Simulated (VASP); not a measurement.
Set up this calculation in VASP 6.6.1, as the native input.

```yaml
Task: single point
Functional: PBE
Potentials_or_basis: VASP PAW PBE potentials, release 64 (Rh_pv, C)
Cutoff: 520 eV
k_mesh: 14 × 14 × 14
Occupations: fermi-dirac, width 0.1 eV
Spin: no spin polarisation
Dipole_correction: no
Further_INCAR_settings: ALGO = Normal; EDIFF = 1e-06; NBANDS = 16
```

The structure of RhC (zincblende type) lies in POSCAR:

```
RhC
1.0
    0.0000000000      2.2520265012      2.2520265012
    2.2520265012      0.0000000000      2.2520265012
    2.2520265012      2.2520265012      0.0000000000
Rh C
1 1
Direct
    0.0000000000      0.0000000000      0.0000000000
    0.2500000000      0.2500000000      0.2500000000
```

This cell differs from its parent crystal: volume scaled by 0.95.

The input as run:

INCAR

```
SYSTEM = RhC
  ALGO = Normal
  EDIFF = 1E-6
  ENCUT = 520
  GGA = PE
  ISIF = 2
  ISMEAR = -1
  LASPH = .True.
  LCHARG = .False.
  LREAL = .False.
  LWAVE = .False.
  NBANDS = 16
  NELM = 80
  PREC = Accurate
  SIGMA = 0.1
```

KPOINTS

```
k-points
0
Gamma
  14 14 14
  0 0 0
```

Potentials or basis: VASP PAW PBE potentials, release 64 (Rh_pv, C).

The run is started by

```sh
$ cat potpaw_PBE.64/Rh_pv/POTCAR potpaw_PBE.64/C/POTCAR > POTCAR
$ mpirun -np 1 vasp_std > vasp.out
```

Results of the run:

* Pressure: 13.7 GPa

Wall time 10 s on 1 thread of Intel(R) Xeon(R) 6975P-C (Granite Rapids) (shared host), peak memory 0.16 GiB.
